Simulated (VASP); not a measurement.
# Ni (Fm-3m) in VASP: a series of runs

Runs on Ni. Level: BLYP. Tasks: single point.

All numbers are computed with VASP 6.6.1; they aren't measurements. Logs are shortened: lines on timing, memory, paths and dates and some standing lists are left out, and cuts for length are marked.

**1. The cell of the first run**

The structure is cubic, space group Fm-3m (No. 225). Conventional cell: a = 3.577 Å, b = 3.577 Å, c = 3.577 Å, α = 90.00°, β = 90.00°, γ = 90.00°. Within 3.3 Å of Ni (site symmetry m-3m) lie 12 Ni at 2.53 Å.

**2. Single point, BLYP, collinear spin, ferromagnetic start (11.45 Å³/atom)**

INCAR reads:

```
PREC = Accurate
ENCUT = 520
EDIFF = 1E-6
ISMEAR = -1
SIGMA = 0.05
LREAL = False
LASPH = True
NELM = 150
ALGO = Normal
ISIF = 2
LWAVE = False
LCHARG = False
ISPIN = 2
MAGMOM = 0.657
LORBIT = 11
LMAXMIX = 4
GGA = B5
ALDAX = 1.0
AGGAX = 1.0
AGGAC = 1.0
ALDAC = 0.0
NBANDS = 15
```

KPOINTS reads:

```
regular mesh
0
Gamma
  25 25 25
```

POSCAR reads:

```
Ni
1.0
    0.0000000000      1.7886813534      1.7886813534
    1.7886813534      0.0000000000      1.7886813534
    1.7886813534      1.7886813534      0.0000000000
Ni
1
Direct
    0.0000000000      0.0000000000      0.0000000000
```

Potentials or basis: VASP PAW PBE potentials, release 64 (Ni).

Started as:

```
> cat potpaw_PBE.64/Ni/POTCAR > POTCAR
> mpirun -np 1 vasp_std > vasp.out
```

OUTCAR:

```text
PREC = Accurate
   ENCUT = 520
   EDIFF = 1E-6
   ISMEAR = -1
   LREAL = False
   LASPH = True
   NELM = 150
   ISIF = 2
   ISPIN = 2
   LORBIT = 11
   GGA = B5

 ion  position               nearest neighbor table
   1  0.000  0.000  0.000-

  LATTYP: Found a face centered cubic cell.
 ALAT       =     3.5773627068

  Lattice vectors:

 A1 = (   0.0000000000,   1.7886813534,   1.7886813534)
 A2 = (   1.7886813534,   0.0000000000,   1.7886813534)
 A3 = (   1.7886813534,   1.7886813534,   0.0000000000)

Analysis of symmetry for initial positions (statically):
=====================================================================
 Subroutine PRICEL returns:
 Original cell was already a primitive cell.

 Routine SETGRP: Setting up the symmetry group for a
 face centered cubic supercell.

 Subroutine GETGRP returns: Found 48 space group operations
 (whereof 48 operations were pure point group operations)
 out of a pool of 48 trial point group operations.

The static configuration has the point symmetry O_h .

Analysis of symmetry for dynamics (positions and initial velocities):
=====================================================================
 Subroutine PRICEL returns:
 Original cell was already a primitive cell.

 Routine SETGRP: Setting up the symmetry group for a
 face centered cubic supercell.

 Subroutine GETGRP returns: Found 48 space group operations
 (whereof 48 operations were pure point group operations)
 out of a pool of 48 trial point group operations.

The dynamic configuration has the point symmetry O_h .

Analysis of structural, dynamic, and magnetic symmetry:
=====================================================================
 Subroutine PRICEL returns:
 Original cell was already a primitive cell.

 Routine SETGRP: Setting up the symmetry group for a
 face centered cubic supercell.

 Subroutine GETGRP returns: Found 48 space group operations
 (whereof 48 operations were pure point group operations)
 out of a pool of 48 trial point group operations.

The overall configuration has the point symmetry O_h .

 Subroutine INISYM returns: Found 48 space group operations
 (whereof 48 operations are pure point group operations),
 and found     1 'primitive' translations

----------------------------------------------------------------------------------------

                                     Primitive cell

  volume of cell :      11.4453

  direct lattice vectors                    reciprocal lattice vectors
     0.000000000  1.788681353  1.788681353    -0.279535536  0.279535536  0.279535536
     1.788681353  0.000000000  1.788681353     0.279535536 -0.279535536  0.279535536
     1.788681353  1.788681353  0.000000000     0.279535536  0.279535536 -0.279535536

  length of vectors
     2.529577429  2.529577429  2.529577429     0.484169750  0.484169750  0.484169750

  position of ions in fractional coordinates (direct lattice)
     0.000000000  0.000000000  0.000000000

  ion indices of the primitive-cell ions
   primitive index   ion index
                 1           1

----------------------------------------------------------------------------------------

 KPOINTS: regular mesh

Automatic generation of k-mesh.
 Grid dimensions read from file:
 generate k-points for:   25   25   25

 Generating k-lattice:

  Cartesian coordinates                     Fractional coordinates (reciprocal lattice)
    -0.011181421  0.011181421  0.011181421     0.040000000  0.000000000  0.000000000
     0.011181421 -0.011181421  0.011181421     0.000000000  0.040000000  0.000000000
     0.011181421  0.011181421 -0.011181421     0.000000000  0.000000000  0.040000000

  Length of vectors
     0.019366790  0.019366790  0.019366790

  Shift w.r.t. Gamma in fractional coordinates (k-lattice)
     0.000000000  0.000000000  0.000000000

 Subroutine IBZKPT returns following result:
 ===========================================

 Found    455 irreducible k-points:

 Following reciprocal coordinates:
            Coordinates               Weight
  0.000000  0.000000  0.000000      1.000000
  0.040000  0.000000  0.000000      8.000000
  0.080000  0.000000  0.000000      8.000000
  0.120000  0.000000  0.000000      8.000000
  0.160000  0.000000  0.000000      8.000000
  0.200000  0.000000  0.000000      8.000000
[... 16 lines left out ...]
  0.400000  0.040000  0.000000     24.000000
  0.440000  0.040000  0.000000     24.000000
 [... further k-points ...]
   k-points           NKPTS =    455   k-points in BZ     NKDIM =    455   number of bands    NBANDS=     15
   number of dos      NEDOS =    301   number of ions     NIONS =      1
   total plane-waves  NPLWV =   8000
   dimension x,y,z NGX =    20 NGY =   20 NGZ =   20
   dimension x,y,z NGXF=    40 NGYF=   40 NGZF=   40
   ions per type =               1
   NGX,Y,Z   is equivalent  to a cutoff of  13.14, 13.14, 13.14 a.u.
   NGXF,Y,Z  is equivalent  to a cutoff of  26.29, 26.29, 26.29 a.u.
 SYSTEM =  unknown system
   PREC   = accura    normal or accurate (medium, high low for compatibility)
   ISTART =      0    job   : 0-new  1-cont  2-samecut
   ICHARG =      2    charge: 1-file 2-atom 10-const
   ISPIN  =      2    spin polarized calculation?
   LNONCOLLINEAR =      F non collinear calculations
   LSORBIT =      F    spin-orbit coupling
   LASPH  =      T    aspherical Exc in radial PAW
   ENCUT  =  520.0 eV  38.22 Ry    6.18 a.u.   4.70  4.70  4.70*2*pi/ulx,y,z
   NELM   =    150;   NELMIN=  2; NELMDL= -5     # of ELM steps
   EDIFF  = 0.1E-05   stopping-criterion for ELM
   LREAL  =      F    real-space projection
   EDIFFG = 0.1E-04   stopping-criterion for IOM
   NSW    =      0    number of steps for IOM
   IBRION =     -1    ionic relax: 0-MD 1-quasi-New 2-CG
   NFREE  =      0    steps in history (QN), initial steepest desc. (CG)
   ISIF   =      2    stress and relaxation
   ISYM   =      2    0-nonsym 1-usesym 2-fastsym
   POTIM  = 0.5000    time-step for ionic-motion
   TEBEG  =    0.0;   TEEND  =   0.0 temperature during run
   PSTRESS=    0.0 pullay stress
   NELECT =      10.0000    total number of electrons
   NUPDOWN=      -1.0000    fix difference up-down
   EMIN   =  10.00;   EMAX   =-10.00  energy-range for DOS
   EFERMI =   0.00;   METHOD = LEGACY
   ISMEAR =    -1;   SIGMA  =   0.05  broadening in eV -4-tet -1-fermi 0-gaus
   EFERMI_NEDOS =   21; number of points for ismear=-14 and -15
   IALGO  =     38    algorithm
   IMIX   =      4    mixing-type and parameters
     AMIX     =   0.40;   BMIX     =  1.00
     AMIX_MAG =   1.60;   BMIX_MAG =  1.00
  volume/ion in A,a.u.               =      11.45        77.24
  Fermi-wavevector in a.u.,A,eV,Ry     =   1.565063  2.957540 33.326417  2.449423
  Thomas-Fermi vector in A             =   2.667595
   LORBIT       =     11    0 simple, 1 ext, 2 COOP (PROOUT), +10 PAW based schemes
   GGA     = B5    functional components
   LHFCALC =     F    Hartree Fock is set to
   AEXX    =    0.0000 exact exchange contribution
   IVDW    =     0    specifies the selected vdW correction
   LEPSILON=     F    determine dielectric tensor
   LRPA    =     F    only Hartree local field effects (RPA)
 spin polarized calculation
  energy-cutoff  :      520.00
  volume of cell :       11.45
 maximum number of plane-waves:       331
   NGX =  9   NGY =  9   NGZ =  9

 number of electron      10.0000000 magnetization       0.6570000

 number of electron       9.9999996 magnetization       0.6099523

 Free energy of the ion-electron system (eV)
  ---------------------------------------------------
  ext. energy  EPLUGINS =         0.00000000
  ---------------------------------------------------
  free energy    TOTEN  =        -4.61480195 eV

  energy without entropy =       -4.59990621  energy(sigma->0) =       -4.60735408

 E-fermi :   9.1215     XC(G=0): -12.3717

 val. band max:        9.1189819395   @ k =   0.4400   0.1200   0.0400
 cond. band min:       9.1223554607   @ k =   0.4400   0.4400   0.0000
 fundamental gap:      0.0033735211
 Fermi energy:         9.1215057483

 spin component 1

 k-point     1 :       0.0000    0.0000    0.0000
  band No.  band energies     occupation
      1       0.6113      1.00000
      2       6.8299      1.00000
      3       6.8299      1.00000
      4       6.8299      1.00000
      5       7.9186      1.00000
      6       7.9186      1.00000
      7      32.7838      0.00000
      8      35.9416      0.00000
      9      35.9416      0.00000
     10      35.9416      0.00000
     11      38.8361      0.00000
     12      38.8361      0.00000
     13      38.8361      0.00000
     14      42.3605      0.00000
     15      47.3922      0.00000

 k-point     2 :       0.0400    0.0000    0.0000
  band No.  band energies     occupation
      1       0.6718      1.00000
      2       6.8152      1.00000
      3       6.8432      1.00000
      4       6.8432      1.00000
      5       7.9130      1.00000
      6       7.9130      1.00000
      7      32.5792      0.00000
      8      35.0033      0.00000
      9      35.7732      0.00000
     10      35.7732      0.00000
     11      39.0821      0.00000
     12      39.0821      0.00000
     13      39.6311      0.00000
     14      42.6944      0.00000
     15      46.6973      0.00000
[... 365 lines left out ...]
      3       6.9401      1.00000
      4       7.4704      1.00000
      5       8.4316      1.00000
      6       8.5087      1.00000
      7      17.1749      0.00000
      8      31.4234      0.00000
      9      31.9376      0.00000
     10      33.3662      0.00000
     11      36.7064      0.00000
     12      37.8155      0.00000
     13      41.7284      0.00000
     14      49.0986      0.00000
     15      51.6469      0.00000

 k-point    24 :       0.4400    0.0400    0.0000
  band No.  band energies     occupation
      1       4.5515      1.00000
      2       6.8548      1.00000
      3       6.9037      1.00000
      4       7.9391      1.00000
      5       8.5022      1.00000
      6       8.8591      0.99477
      7      15.7873      0.00000
      8      31.2244      0.00000
      9      32.0125      0.00000
     10      32.8743      0.00000
     11      36.6413      0.00000
     12      37.2575      0.00000
     13      41.9334      0.00000
     14      50.7312      0.00000
     15      53.1427      0.00000

 [... further k-points ...]

 spin component 2

 k-point     1 :       0.0000    0.0000    0.0000
  band No.  band energies     occupation
      1       0.5996      1.00000
      2       7.5557      1.00000
      3       7.5557      1.00000
      4       7.5557      1.00000
      5       8.4603      1.00000
      6       8.4603      1.00000
      7      32.6562      0.00000
      8      35.9551      0.00000
      9      35.9551      0.00000
     10      35.9551      0.00000
     11      38.9599      0.00000
     12      38.9600      0.00000
     13      38.9600      0.00000
     14      42.2858      0.00000
     15      47.5564      0.00000

 k-point     2 :       0.0400    0.0000    0.0000
  band No.  band energies     occupation
      1       0.6602      1.00000
      2       7.5392      1.00000
      3       7.5697      1.00000
      4       7.5697      1.00000
      5       8.4543      1.00000
      6       8.4543      1.00000
      7      32.4734      0.00000
      8      35.0282      0.00000
      9      35.7993      0.00000
     10      35.7993      0.00000
     11      39.1914      0.00000
     12      39.1914      0.00000
     13      39.7065      0.00000
     14      42.6403      0.00000
     15      46.8476      0.00000
[... 365 lines left out ...]
      3       7.5394      1.00000
      4       7.7980      1.00000
      5       9.1301      0.45730
      6       9.1464      0.37792
      7      17.4371      0.00000
      8      31.3430      0.00000
      9      32.0356      0.00000
     10      33.4702      0.00000
     11      36.7475      0.00000
     12      37.8711      0.00000
     13      41.8244      0.00000
     14      49.1998      0.00000
     15      51.7170      0.00000

 k-point    24 :       0.4400    0.0400    0.0000
  band No.  band energies     occupation
      1       4.9233      1.00000
      2       7.4325      1.00000
      3       7.4942      1.00000
      4       8.2575      1.00000
      5       9.2123      0.13992
      6       9.3724      0.00658
      7      16.1049      0.00000
      8      31.1392      0.00000
      9      32.1067      0.00000
     10      32.9731      0.00000
     11      36.6882      0.00000
     12      37.3182      0.00000
     13      42.0511      0.00000
     14      50.8431      0.00000
     15      53.2077      0.00000

 [... further k-points ...]
[... 5 lines left out ...]
  --------------------------------------------------------------------------------------
  -------------------------------------------------------------------------------------
  Total        0.0048820      0.0048820      0.0048820      0.0000000      0.0000000      0.0000000
  in kB        0.6834033      0.6834033      0.6834033      0.0000000      0.0000000      0.0000000
  external PRESSURE =       0.6834033 kB  Pullay stress =       0.0000000 kB

 VOLUME and BASIS-vectors are now :
 -----------------------------------------------------------------------------
  energy-cutoff  :      520.00
  volume of cell :       11.45
      direct lattice vectors                 reciprocal lattice vectors
     0.000000000  1.788681353  1.788681353    -0.279535536  0.279535536  0.279535536
     1.788681353  0.000000000  1.788681353     0.279535536 -0.279535536  0.279535536
     1.788681353  1.788681353  0.000000000     0.279535536  0.279535536 -0.279535536

 POSITION                                       TOTAL-FORCE (eV/Angst)
 -----------------------------------------------------------------------------------
      0.00000      0.00000      0.00000        -0.000000      0.000000     -0.000000
 -----------------------------------------------------------------------------------
    total drift:                                0.000000      0.000000      0.000000

  FREE ENERGIE OF THE ION-ELECTRON SYSTEM (eV)
  ---------------------------------------------------
  free  energy   TOTEN  =        -4.6148019515 eV

  energy  without entropy=       -4.5999062091  energy(sigma->0) =       -4.60735408

 total charge

# of ion       s       p       d       tot
------------------------------------------
    1        0.480   0.441   8.349   9.270

 magnetization (x)

# of ion       s       p       d       tot
------------------------------------------
    1       -0.007  -0.023   0.652   0.623
```

Wall time 2.5 min (1 thread of Intel Xeon Platinum 8259CL at 2.50GHz (Skylake/Cascade Lake), shared host); peak memory 0.23 GiB.

What came out:

```yaml
Free_energy: -4.6148 eV
Pressure: 0.1 GPa
Net_moment: 0.61 μB per cell
Site_moments: Ni +0.62 μB
Valence_electrons_inside_the_program's_atomic_spheres: Ni 9.27
```

Caveat: the PAW data sets were made with another functional, which shifts forces and pressure a little.

(Continued in part 2 of 2.)
